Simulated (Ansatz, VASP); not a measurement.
**W: VASP beside Ansatz**

File INCAR:

```
PREC = Accurate
ENCUT = 520
EDIFF = 1E-6
ISMEAR = 0
SIGMA = 0.1
LREAL = Auto
LASPH = T
NELM = 100
ALGO = Normal
ISIF = 2
LWAVE = F
LCHARG = T
LDIPOL = T
IDIPOL = 3
DIPOL = 0.5 0.5 0.424
GGA = PE
IVDW = 12
LELF = T
LVHAR = T
LVACPOTAV = T
NBANDS = 126
```

File KPOINTS:

```
regular mesh
0
Gamma
  3 3 1
```

POSCAR

```
W
1.0
    6.3187499463      0.0000000000      0.0000000000
    0.0000000000      6.3187499463      0.0000000000
    0.0000000000      0.0000000000     24.4233624597
W
16
Direct
    0.2500000000      0.7500000000      0.3275552256
    0.2500000000      0.2500000000      0.3275552256
    0.7500000000      0.7500000000      0.3275552256
    0.7500000000      0.2500000000      0.3275552256
    0.5000000000      0.5000000000      0.3922345870
    0.5000000000      0.0000000000      0.3922345870
    0.0000000000      0.5000000000      0.3922345870
    0.0000000000      0.0000000000      0.3922345870
    0.7556208879      0.2547993623      0.4580679686
    0.7456746569      0.7454911418      0.4580262713
    0.2454827902      0.2454921299      0.4580099874
    0.2545200051      0.7556960063      0.4581973216
   -0.0288883322     -0.0291905546      0.5206516771
    0.0314346822      0.5299172093      0.5192601575
    0.5305666464      0.0315183294      0.5189950543
    0.4691050533      0.4702113303      0.5193472238
```

Input for Ansatz:

```yaml
crystal:
  lattice:
    - [6.3187499463, 0.0, 0.0]
    - [0.0, 6.3187499463, 0.0]
    - [0.0, 0.0, 24.4233624597]
  atoms:
    - { symbol: W, position: [0.25, 0.75, 0.3275552256] }
    - { symbol: W, position: [0.25, 0.25, 0.3275552256] }
    - { symbol: W, position: [0.75, 0.75, 0.3275552256] }
    - { symbol: W, position: [0.75, 0.25, 0.3275552256] }
    - { symbol: W, position: [0.5, 0.5, 0.392234587] }
    - { symbol: W, position: [0.5, 0.0, 0.392234587] }
    - { symbol: W, position: [0.0, 0.5, 0.392234587] }
    - { symbol: W, position: [0.0, 0.0, 0.392234587] }
    - { symbol: W, position: [0.7556209055, 0.2547993678, 0.4580679638] }
    - { symbol: W, position: [0.7456746636, 0.7454911377, 0.458026266] }
    - { symbol: W, position: [0.2454827846, 0.2454921293, 0.4580099821] }
    - { symbol: W, position: [0.2545199956, 0.755696009, 0.4581973165] }
    - { symbol: W, position: [-0.028888324, -0.0291905833, 0.5206516751] }
    - { symbol: W, position: [0.0314346916, 0.5299171957, 0.5192601533] }
    - { symbol: W, position: [0.5305666456, 0.0315183644, 0.5189950456] }
    - { symbol: W, position: [0.469105056, 0.4702113213, 0.5193472182] }
basis:
  ecutwfc: 420
kpoints:
  mp_grid: { grid: [3, 3, 1] }
hamiltonian:
  xc: pbe
  dispersion: d3bj
scf:
  occupations: { method: gaussian, width: 0.1 }
output:
  forces: true
  eigenvalues: true
  write_density: true
  volumetric_format: npy
efield:
  axis: 3
  dipole_correction: true
  ramp_width: 0.04
```

Alike in both runs: task single point; functional PBE; dispersion D3(BJ); k mesh 3 × 3 × 1; occupations gaussian, width 0.1 eV; no spin polarisation.

|  | VASP | Ansatz |
| --- | --- | --- |
| version | VASP 6.6.1 | Ansatz 0.2.0 |
| potentials or method | VASP PAW PBE potentials, release 64 (W_sv), cutoff 520 eV | scalar-relativistic, plane waves, PAW |
| valence electrons in the cell | 224 | 224 |

VASP gave:

```
gap on the k mesh at the Fermi level (eV) : 0.08
least direct gap on the mesh (eV)         : 0.16
rms of the force components (eV/Å)        : 0.724
```

What did Ansatz give for the same quantities?

gap on the k mesh at the Fermi level (eV): 0.08; least direct gap on the mesh (eV): 0.16; rms of the force components (eV/Å): 0.726.

Atom by atom the forces differ by 0.023 eV/Å (rms over components).

Spin-orbit coupling is off throughout.
